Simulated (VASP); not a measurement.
Here is a VASP 6.6.1 calculation.

Contents of INCAR:

```
  PREC = Accurate
  ENCUT = 600
  EDIFF = 1E-6
  ISMEAR = 0
  SIGMA = 0.1
  LREAL = False
  LASPH = True
  NELM = 120
  ALGO = Normal
  ISIF = 2
  LWAVE = False
  LCHARG = False
  GGA = PE
  NBANDS = 11
  GGA_COMPAT = False
```

KPOINTS

```
regular mesh
0
Gamma
  4 4 4
```

File POSCAR:

```
BeS
1.0
    0.0000000000      2.4351516489      2.4351516489
    2.4351516489      0.0000000000      2.4351516489
    2.4351516489      2.4351516489      0.0000000000
Be S
1 1
Direct
    0.0000000000      0.0000000000      0.0000000000
    0.7500000000      0.7500000000      0.7500000000
```

Potentials or basis: VASP PAW PBE potentials, release 64 (Be, S).

Command:

```console
$ cat potpaw_PBE.64/Be/POTCAR potpaw_PBE.64/S/POTCAR > POTCAR
$ mpirun -np 1 vasp_std > vasp.out
```

Problem. Estimate the band gap on the k mesh.

Solution. 3.13 eV, indirect (least direct gap 5.66 eV).

Problem. Predict the pressure.

Solution. 0.9 GPa.

Caveat: the k points lie up to 0.56 Å⁻¹ apart. A k mesh can miss the band edges.
